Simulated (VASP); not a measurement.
# MnSi3 (P4_2/mnm) in VASP: single point with PBE

Aim: the single point of MnSi3 with PBE.

Program: VASP 6.6.1. These are calculated values, not measurements. Logs are shortened: lines on timing, memory, paths and dates and some standing lists are left out, and cuts for length are marked.

### Step 1. The cell of the first run

It takes space group P4_2/mnm (No. 136, tetragonal). Conventional cell: a = 5.856 Å, b = 5.856 Å, c = 6.694 Å, α = 90.00°, β = 90.00°, γ = 90.00°. Mn (site symmetry m2m) has 8 Si at 2.18 to 2.45 Å and 1 Mn at 2.77 Å within 2.9 Å. Si (site symmetry 2/m) has 2 Mn at 2.18 Å and 8 Si at 2.80 to 2.83 Å within 2.9 Å. Si (site symmetry m) has 11 Si at 2.32 to 3.39 Å and 3 Mn at 2.33 to 2.45 Å within 3.4 Å.

### Step 2. Single point, PBE, collinear spin, ferromagnetic start

The input, INCAR:

```
SYSTEM = MnSi3
PREC = Accurate
ENCUT = 500
EDIFF = 1E-6
ISMEAR = 0
SIGMA = 0.2
LREAL = .FALSE.
LASPH = .TRUE.
NELM = 200
ALGO = Normal
ISIF = 2
LWAVE = .FALSE.
LCHARG = .FALSE.
ISPIN = 2
MAGMOM = 4 4 4 4 0 0 0 0 0 0 0 0 0 0 0 0
LORBIT = 11
LMAXMIX = 4
GGA = PE
NBANDS = 68
GGA_COMPAT = .FALSE.
```

The input, KPOINTS:

```
Automatic mesh
0
G
  3 3 3
  0 0 0
```

The input, POSCAR:

```
MnSi3
1.0
    5.8561628643      0.0000000000      0.0000000000
    0.0000000000      5.8561628643      0.0000000000
    0.0000000000      0.0000000000      6.6937700211
Mn Si
4 12
Direct
    0.1669333355      0.8330666645      0.5000000000
    0.8330666645      0.1669333355      0.5000000000
    0.3330666645      0.3330666645      0.0000000000
    0.6669333355      0.6669333355      0.0000000000
    0.0000000000      0.5000000000      0.5000000000
    0.5000000000      0.0000000000      0.5000000000
    0.6398553294      0.3601446706      0.7529512609
    0.3601446706      0.6398553294      0.7529512609
    0.3601446706      0.6398553294      0.2470487391
    0.6398553294      0.3601446706      0.2470487391
    0.5000000000      0.0000000000      0.0000000000
    0.0000000000      0.5000000000      0.0000000000
    0.1398553294      0.1398553294      0.7470487391
    0.8601446706      0.8601446706      0.2529512609
    0.1398553294      0.1398553294      0.2529512609
    0.8601446706      0.8601446706      0.7470487391
```

Potentials or basis: VASP PAW PBE potentials, release 64 (Mn_pv, Si).

Run with:

```console
cat potpaw_PBE.64/Mn_pv/POTCAR potpaw_PBE.64/Si/POTCAR > POTCAR
mpirun -np 1 vasp_std > vasp.out
```

OUTCAR:

```text
SYSTEM = MnSi3
   PREC = Accurate
   ENCUT = 500
   EDIFF = 1E-6
   ISMEAR = 0
   LREAL = .FALSE.
   LASPH = .TRUE.
   NELM = 200
   ISIF = 2
   ISPIN = 2
   LORBIT = 11
   GGA = PE

 ion  position               nearest neighbor table
   1  0.167  0.833  0.500-   5 2.18   6 2.18   8 2.33   9 2.33  13 2.45  14 2.45  15 2.45  16 2.45
                             2 2.77
   2  0.833  0.167  0.500-   5 2.18   6 2.18   7 2.33  10 2.33  13 2.45  14 2.45  15 2.45  16 2.45
                             1 2.77
   3  0.333  0.333  0.000-  11 2.18  12 2.18  13 2.33  15 2.33   7 2.45   8 2.45   9 2.45  10 2.45
                             4 2.77
   4  0.667  0.667  0.000-  11 2.18  12 2.18  14 2.33  16 2.33   7 2.45   8 2.45   9 2.45  10 2.45
                             3 2.77
   5  0.000  0.500  0.500-   1 2.18   2 2.18  13 2.80  14 2.80  15 2.80  16 2.80   7 2.83   8 2.83
                             9 2.83  10 2.83
   6  0.500  0.000  0.500-   1 2.18   2 2.18  13 2.80  14 2.80  15 2.80  16 2.80   7 2.83   8 2.83
                             9 2.83  10 2.83
   7  0.640  0.360  0.753-   8 2.32   2 2.33   4 2.45   3 2.45  11 2.80  12 2.80   6 2.83   5 2.83
[... 15 lines left out ...]
  15  0.140  0.140  0.253-  14 2.32   3 2.33   1 2.45   2 2.45   6 2.80   5 2.80  12 2.83  11 2.83

  16  0.860  0.860  0.747-  13 2.32   4 2.33   1 2.45   2 2.45   6 2.80   5 2.80  12 2.83  11 2.83

  LATTYP: Found a simple tetragonal cell.
 ALAT       =     5.8561628643
 C/A-ratio  =     1.1430300311

  Lattice vectors:

 A1 = (   5.8561628643,   0.0000000000,   0.0000000000)
 A2 = (   0.0000000000,   5.8561628643,   0.0000000000)
 A3 = (   0.0000000000,   0.0000000000,   6.6937700211)

Analysis of symmetry for initial positions (statically):
=====================================================================
 Subroutine PRICEL returns:
 Original cell was already a primitive cell.

 Routine SETGRP: Setting up the symmetry group for a
 simple tetragonal supercell.

 Subroutine GETGRP returns: Found 16 space group operations
 (whereof  8 operations were pure point group operations)
 out of a pool of 16 trial point group operations.

The static configuration has the point symmetry D_2h.
 The point group associated with its full space group is D_4h.

Analysis of symmetry for dynamics (positions and initial velocities):
=====================================================================
 Subroutine PRICEL returns:
 Original cell was already a primitive cell.

 Routine SETGRP: Setting up the symmetry group for a
 simple tetragonal supercell.

 Subroutine GETGRP returns: Found 16 space group operations
 (whereof  8 operations were pure point group operations)
 out of a pool of 16 trial point group operations.

The dynamic configuration has the point symmetry D_2h.
 The point group associated with its full space group is D_4h.

[... 172 lines left out ...]

 E-fermi :   9.5255     XC(G=0): -11.3074

 val. band max:        9.4447631966   @ k =   0.0000   0.0000   0.0000
 cond. band min:       9.6173913673   @ k =   0.3333   0.3333   0.0000
 fundamental gap:      0.1726281707
 Fermi energy:         9.5255086082

 spin component 1

 k-point     1 :       0.0000    0.0000    0.0000
  band No.  band energies     occupation
      1     -38.7780      1.00000
      2     -38.7780      1.00000
      3     -38.7728      1.00000
      4     -38.7726      1.00000
      5     -38.6534      1.00000
      6     -38.6525      1.00000
[... 379 lines left out ...]
     61      11.4539      0.00000
     62      11.7898      0.00000
 Fermi energy:         9.5255086082

 spin component 2

 k-point     1 :       0.0000    0.0000    0.0000
  band No.  band energies     occupation
      1     -38.7781      1.00000
      2     -38.7781      1.00000
      3     -38.7729      1.00000
      4     -38.7727      1.00000
      5     -38.6535      1.00000
      6     -38.6527      1.00000
[... 379 lines left out ...]
     61      11.4538      0.00000
     62      11.7897      0.00000
 [bands above 62 left out]

------------------------ aborting loop because EDIFF is reached ----------------------------------------

  FORCE on cell =-STRESS in cart. coord.  units (eV):
  Direction    XX          YY          ZZ          XY          YZ          ZX
  --------------------------------------------------------------------------------------
  -------------------------------------------------------------------------------------
  Total       -0.2625513     -0.2625513      0.3244108      0.0000000      0.0000000      0.0000000
  in kB       -1.8324310     -1.8324310      2.2641687      0.0000000      0.0000000      0.0000000
  external PRESSURE =      -0.4668978 kB  Pullay stress =       0.0000000 kB

 VOLUME and BASIS-vectors are now :
 -----------------------------------------------------------------------------
  energy-cutoff  :      500.00
  volume of cell :      229.56
      direct lattice vectors                 reciprocal lattice vectors
     5.856162864  0.000000000  0.000000000     0.170760278  0.000000000  0.000000000
     0.000000000  5.856162864  0.000000000     0.000000000  0.170760278  0.000000000
     0.000000000  0.000000000  6.693770021     0.000000000  0.000000000  0.149392644

 POSITION                                       TOTAL-FORCE (eV/Angst)
 -----------------------------------------------------------------------------------
      0.97759      4.87857      3.34689         0.034489     -0.034489     -0.000000
      4.87857      0.97759      3.34689        -0.034489      0.034489      0.000000
      1.95049      1.95049      0.00000        -0.034489     -0.034489     -0.000000
      3.90567      3.90567      0.00000         0.034489      0.034489      0.000000
      0.00000      2.92808      3.34689        -0.000000      0.000000      0.000000
      2.92808      0.00000      3.34689        -0.000000      0.000000      0.000000
[... 8 lines left out ...]
      0.81902      0.81902      1.69320         0.051099      0.051099     -0.035979
      5.03715      5.03715      5.00057        -0.051099     -0.051099      0.035979
 -----------------------------------------------------------------------------------
    total drift:                                0.000000      0.000000     -0.000000

  FREE ENERGIE OF THE ION-ELECTRON SYSTEM (eV)
  ---------------------------------------------------
  free  energy   TOTEN  =      -101.8538497881 eV

  energy  without entropy=     -101.7486057361  energy(sigma->0) =     -101.80122776

 total charge

# of ion       s       p       d       tot
------------------------------------------
    1        0.355   6.430   5.479  12.264
    2        0.355   6.430   5.479  12.264
    3        0.355   6.430   5.479  12.264
    4        0.355   6.430   5.479  12.264
    5        0.805   0.818   0.000   1.624
    6        0.805   0.818   0.000   1.624
[... 8 lines left out ...]
   15        0.761   0.845   0.000   1.606
   16        0.761   0.845   0.000   1.606
--------------------------------------------------
tot         10.729  35.752  21.916  68.397

 magnetization (x)

# of ion       s       p       d       tot
------------------------------------------
    1        0.000   0.000  -0.000  -0.000
    2        0.000   0.000  -0.000  -0.000
    3        0.000   0.000  -0.000  -0.000
    4        0.000   0.000  -0.000  -0.000
    5        0.000   0.000   0.000   0.000
    6        0.000   0.000   0.000   0.000
[... 8 lines left out ...]
   15        0.000   0.000   0.000   0.000
   16        0.000   0.000   0.000   0.000
--------------------------------------------------
tot          0.000   0.000  -0.000  -0.000
```

Wall time 4.7 min (1 thread of Oxide Virtual Turin-like, shared host); peak memory 0.43 GiB.

Results:

```
Free energy                                           : -101.8538 eV
Pressure                                              : 0.0 GPa
Largest force                                         : 0.081 eV/Å
Band gap on the k mesh                                : zero (filled and empty bands overlap)
Net moment                                            : 0.00 μB per cell
Valence electrons inside the program's atomic spheres : Mn 12.26; Si 1.62, 1.61 (each value once)
```

Forces in eV/Å, atoms in the order of the input:
```
Mn   0.034 -0.034  0.000
Mn  -0.034  0.034  0.000
Mn  -0.034 -0.034  0.000
Mn   0.034  0.034  0.000
Si   0.000  0.000  0.000
Si   0.000  0.000  0.000
Si   0.051 -0.051 -0.036
Si  -0.051  0.051 -0.036
Si  -0.051  0.051  0.036
Si   0.051 -0.051  0.036
Si   0.000  0.000  0.000
Si   0.000  0.000  0.000
Si   0.051  0.051  0.036
Si  -0.051 -0.051 -0.036
Si   0.051  0.051 -0.036
Si  -0.051 -0.051  0.036
```

Levels at points of the mesh, in eV from the Fermi level:
Spin up:
```csv
k point,band 46,band 47,band 48,band 49,band 50,band 51,band 52,band 53,band 54,band 55
"(0.00, 0.00, 0.00)",-1.38,-1.28,-1.15,-0.88,-0.29,-0.08,-0.08,0.25,0.57,1.02
```
Spin down:
| k point | band 47 | band 48 | band 49 | band 50 | band 51 | band 52 | band 53 | band 54 |
| --- | --- | --- | --- | --- | --- | --- | --- | --- |
| (0.00, 0.00, 0.00) | -1.28 | -1.15 | -0.88 | -0.29 | -0.08 | -0.08 | 0.25 | 0.57 |

Caveat: the moments typed at the start vanished in this run.

The gap in the log of VASP goes by the Fermi energy; the results here count the filled bands.